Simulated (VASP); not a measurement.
Here is a VASP 6.6.1 calculation.

INCAR

```
ALGO     = Normal         # electronic algorithm
EDIFF    = 1E-6           # SCF threshold, eV
ENCUT    = 520            # plane-wave cutoff, eV
GGA      = PE             # functional
ISIF     = 2              # what is computed and relaxed
ISMEAR   = -1             # smearing method
LASPH    = True           # aspherical terms in the spheres
LCHARG   = False          # write CHGCAR
LREAL    = False          # projectors in reciprocal space
LWAVE    = False          # write WAVECAR
NBANDS   = 10             # bands
NELM     = 80             # most SCF steps
PREC     = Accurate       # precision mode
SIGMA    = 0.1            # smearing width, eV
```

The input KPOINTS:

```
k-points
0
Gamma
  19 19 19
```

The input POSCAR:

```
Os
1.0
    1.5325118719      1.5325118719      1.5325118719
   -1.5325118719      1.5325118719      1.5325118719
   -1.5325118719     -1.5325118719      1.5325118719
Os
1
Direct
    0.0000000000      0.0000000000      0.0000000000
```

Potentials or basis: VASP PAW PBE potentials, release 64 (Os).

The run is started by

```sh
$ cat potpaw_PBE.64/Os/POTCAR > POTCAR
$ mpirun -np 1 vasp_std > vasp.out
```

Task: Estimate the band gap on the k mesh.

Result: Zero (band 4 reaches 11.58 eV, above the bottom of band 5 at 6.99 eV).

Task: Predict the pressure.

Result: 10.3 GPa.

Caveat: spin-orbit coupling is left out, which moves the levels of the heavy elements.
